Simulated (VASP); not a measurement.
Si2Mo: single point with RPBE

Crystal: Si2Mo.

```
Mo Si
1.0
    -1.61535    1.61535    3.95258
     1.61535   -1.61535    3.95258
     1.61535    1.61535   -3.95258
Mo Si
1 2
Cartesian
  0.0000 0.0000 0.0000
  0.0000 0.0000 5.2564
  0.0000 0.0000 2.6488
```

```
Program                : VASP 6.6.1
Task                   : single point
Functional             : RPBE
Potentials or basis    : VASP PAW PBE potentials, release 64 (Mo_sv, Si)
Cutoff                 : 520 eV
k mesh                 : 12 × 12 × 12
Occupations            : fermi-dirac, width 0.05 eV
Spin                   : no spin polarisation
Dipole correction      : no
Further INCAR settings : ALGO = Normal; EDIFF = 1e-06; NBANDS = 18
```

- Pressure: -0.2 GPa
- Largest force: 0.005 eV/Å
- Band gap on the k mesh: zero (band 11 reaches 12.41 eV, above the bottom of band 12 at 11.48 eV)

Forces on the atoms (eV/Å):
```
Mo   0.000  0.000  0.000
Si   0.000  0.000  0.005
Si   0.000  0.000 -0.005
```

Stress tensor (GPa, compression positive):
```
-0.12  0.00  0.00
 0.00 -0.12  0.00
 0.00  0.00 -0.24
```

Levels at points of the mesh, in eV from the Fermi level:
```
           k point  band 9  band 10  band 11  band 12  band 13  band 14
(0.00, 0.00, 0.00)   -2.54    -2.54     0.36     3.04     3.24     3.45
(0.50, 0.00, 0.00)   -2.50    -2.47    -0.47     2.19     3.07     3.91
(0.50, 0.50, 0.00)   -4.33    -2.94    -1.21     2.24     2.64     3.08
(0.50, 0.50, 0.50)   -0.54    -0.54    -0.47    -0.47     0.49     4.68
```

Wall time 85 s on 1 thread of Intel(R) Xeon(R) 6975P-C (Granite Rapids) (shared host), peak memory 0.28 GiB.

Caveat: the PAW data sets were made with another functional, which shifts forces and pressure a little.
